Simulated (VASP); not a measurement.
Input of a VASP 6.6.1 run:

INCAR

```
PREC = Accurate
ENCUT = 600
EDIFF = 1E-6
ISMEAR = 0
SIGMA = 0.1
LREAL = F
LASPH = T
NELM = 60
ALGO = Normal
ISIF = 3
LWAVE = F
LCHARG = F
GGA = PE
IBRION = 2
NSW = 90
EDIFFG = -0.04
```

Contents of KPOINTS:

```
regular mesh
0
Gamma
  6 6 6
```

Contents of POSCAR:

```
Li2Sn
1.0
    4.7496379672      0.0000000000      0.0000000000
   -2.3748189836      4.1133071384      0.0000000000
    0.0000000000      0.0000000000      2.8748703046
Li Sn
2 1
Direct
    0.3333333333      0.6666666667      0.5000000000
    0.6666666667      0.3333333333      0.5000000000
    0.0000000000      0.0000000000      0.0000000000
```

Potentials or basis: VASP PAW PBE potentials, release 64 (Li_sv, Sn_d).

Launch:

```bash
$ cat potpaw_PBE.64/Li_sv/POTCAR potpaw_PBE.64/Sn_d/POTCAR > POTCAR
$ mpirun -np 1 vasp_std > vasp.out
```

Problem. Predict the space group after relaxing (to 0.1 Å).

Solution. P6/mmm (No. 191).

Problem. What does it give for the relaxed volume?

Solution. 19.23 Å³/atom.

Final structure:
```cif
data_structure
_symmetry_space_group_name_H-M 'P 1'
_symmetry_Int_Tables_number 1
_cell_length_a 4.5866
_cell_length_b 4.5866
_cell_length_c 3.1666
_cell_angle_alpha 90.000
_cell_angle_beta 90.000
_cell_angle_gamma 120.000
_cell_volume 57.69
loop_
_atom_site_label
_atom_site_type_symbol
_atom_site_fract_x
_atom_site_fract_y
_atom_site_fract_z
_atom_site_occupancy
Li1 Li 0.33333 0.66667 0.50000 1
Li2 Li 0.66667 0.33333 0.50000 1
Sn1 Sn 0.00000 0.00000 0.00000 1
```

Caveat: the k points lie up to 0.33 Å⁻¹ apart in the final cell, too coarse for converged energies and pressures of a metal; the cutoff is under 1.25 times the usual one of these potentials, so pressure, stress and relaxed cells hold a basis-set (Pulay) error.
